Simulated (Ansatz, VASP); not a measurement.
## One calculation of Cd3Se, two programs

The input INCAR:

```
PREC     = Accurate       # precision mode
ENCUT    = 520            # plane-wave cutoff, eV
EDIFF    = 1E-7           # SCF threshold, eV
ISMEAR   = -1             # smearing method
SIGMA    = 0.05           # smearing width, eV
LREAL    = F              # projectors in reciprocal space
LASPH    = T              # aspherical terms in the spheres
NELM     = 150            # most SCF steps
ALGO     = Normal         # electronic algorithm
ISIF     = 2              # what is computed and relaxed
LWAVE    = F              # write WAVECAR
LCHARG   = F              # write CHGCAR
MAGMOM   = 0 0 0 0 0 0 0 0 0 0 0 0 # initial moments
LORBIT   = 11             # projections on sites
LSORBIT  = T              # spin-orbit coupling
GGA_COMPAT= F            
LORBMOM  = T            
GGA      = PS             # functional
NBANDS   = 56             # bands
```

The input KPOINTS:

```
Automatic mesh
0
Gamma
  7 7 7
```

POSCAR

```
Cd3Se
1.0
   -2.0409530000      2.0409530000      6.0870800000
    2.0409530000     -2.0409530000      6.0870800000
    2.0409530000      2.0409530000     -6.0870800000
Cd Se
3 1
Direct
    0.5000000000      0.5000000000      0.0000000000
    0.2500000000      0.7500000000      0.5000000000
    0.7500000000      0.2500000000      0.5000000000
    0.0000000000      0.0000000000      0.0000000000
```

The input input.yaml:

```yaml
crystal:
  lattice:
    - [-2.040953, 2.040953, 6.08708]
    - [2.040953, -2.040953, 6.08708]
    - [2.040953, 2.040953, -6.08708]
  atoms:
    - { symbol: Cd, position: [0.5, 0.5, 0.0] }
    - { symbol: Cd, position: [0.25, 0.75, 0.5] }
    - { symbol: Cd, position: [0.75, 0.25, 0.5] }
    - { symbol: Se, position: [0.0, 0.0, 0.0] }
kpoints:
  mp_grid: { grid: [7, 7, 7] }
  band_path:
    path:
      - [0.0, 0.0, 0.0]
      - [-0.5, 0.5, 0.0]
      - [-0.5, 0.5, -0.0562105704]
      - [-0.2781052852, 0.2781052852, -0.2781052852]
      - [0.0, 0.0, 0.0]
      - [0.5, 0.5, -0.5]
      - [0.2781052852, 0.7218947148, -0.7218947148]
      - [0.0, 0.5, -0.5]
    npoints: 12
scf:
  occupations: { method: fermi_dirac, width: 0.05 }
hamiltonian:
  xc: pbesol
  pseudopotentials: { kind: all_electron, lapw: { basis_error: 0.002 } }
magnetization:
  noncollinear: true
  spin_orbit: true
output:
  forces: true
  stress: true
  eigenvalues: true
```

Alike in both runs: functional PBEsol; k mesh 7 × 7 × 7; occupations fermi-dirac, width 0.05 eV; non-collinear spin, spin-orbit coupling.

|  | VASP | Ansatz |
| --- | --- | --- |
| version | VASP 6.6.1 | Ansatz 0.2.0 |
| potentials or method | VASP PAW PBE potentials, release 64 (Cd, Se), cutoff 520 eV | all-electron LAPW, relativistic spinors |
| task | single point | band structure |

```tsv
	VASP	Ansatz	Ansatz less VASP
pressure (GPa)	-3.5	-3.7	-0.25
traceless stress, the component that is largest in VASP (GPa)	1.46	1.63	+0.169
net moment per atom (μB)	0.00	0.00	0.000
```

VASP's potentials were made for PBE, not for PBEsol. Ansatz ran all-electron here, and VASP with PAW potentials.

Noted on Ansatz's run: the k mesh is thin for a metal, which can move the energy by tens of meV per atom.
